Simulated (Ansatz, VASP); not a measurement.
# C: VASP beside Ansatz

```
C
1.0
     1.72075    0.00000    0.00000
     0.00000    1.72075    0.00000
     0.00000    0.00000    1.72075
C
1
Direct
  0.00000 0.00000 0.00000
```

Alike in both runs: task single point; functional LDA; k mesh 20 × 20 × 20; occupations fermi-dirac, width 0.1 eV; no spin polarisation.

|  | VASP | Ansatz |
| --- | --- | --- |
| version | VASP 6.6.1 | Ansatz 0.2.0 |
| potentials or method | VASP PAW LDA potentials, release 64 (C_h), cutoff 1300 eV | plane waves (420 eV) with PAW, scalar-relativistic |
| valence electrons in the cell | 4 | 4 |

VASP gave:

```
pressure (GPa) : 19.0
```

What did Ansatz give for the same quantities?

Pressure (GPa): 18.1.

Ansatz warns that its potentials were made for another functional, while VASP's fit it. LDA's correlation is that of Perdew and Zunger in VASP and of Perdew and Wang (1992) in Ansatz.
